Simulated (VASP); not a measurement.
Set up this calculation in VASP 6.6.1, as the native input.

* Task: single point
* Functional: LDA
* Potentials or basis: VASP PAW PBE potentials, release 64 (Yb)
* Cutoff: 520 eV
* k mesh: 16 × 16 × 16
* Occupations: fermi-dirac, width 0.1 eV
* Spin: no spin polarisation
* Dipole correction: no
* Further INCAR settings: ALGO = Normal; EDIFF = 1e-07; NBANDS = 18

The structure of Yb lies in POSCAR:

```
Yb
1.0
    0.0000000000      2.4569516026      2.4569516026
    2.4569516026      0.0000000000      2.4569516026
    2.4569516026      2.4569516026      0.0000000000
Yb
1
Direct
    0.0000000000      0.0000000000      0.0000000000
```

One way to write it, as run:

INCAR

```
SYSTEM = Yb
PREC     = Accurate       ! precision mode
ENCUT    = 520            ! plane-wave cutoff, eV
EDIFF    = 1E-7           ! SCF threshold, eV
ISMEAR   = -1             ! smearing method
SIGMA    = 0.1            ! smearing width, eV
LREAL    = .False.        ! projectors in reciprocal space
LASPH    = .True.         ! aspherical terms in the spheres
NELM     = 60             ! most SCF steps
ALGO     = Normal         ! electronic algorithm
ISIF     = 2              ! what is computed and relaxed
LWAVE    = .False.        ! write WAVECAR
LCHARG   = .False.        ! write CHGCAR
GGA      = CA             ! functional
NBANDS   = 18             ! bands
```

KPOINTS

```
Automatic mesh
0
Gamma
  16 16 16
  0 0 0
```

Potentials or basis: VASP PAW PBE potentials, release 64 (Yb).

The run is started by

```bash
$ cat potpaw_PBE.64/Yb/POTCAR > POTCAR
$ mpirun -np 1 vasp_std > vasp.out
```

Results of the run:

* Pressure: -0.4 GPa
* Band gap on the k mesh: zero (bands 12 and 13 overlap by 0.29 eV)

Caveat: the PAW data sets were made with another functional, which shifts forces and pressure a little; spin-orbit coupling is left out, which moves the levels of the heavy elements.

Wall time 2.5 min on 1 thread of AMD EPYC 7R13 Processor (Zen 3), with other jobs on the host, peak memory 0.19 GiB.
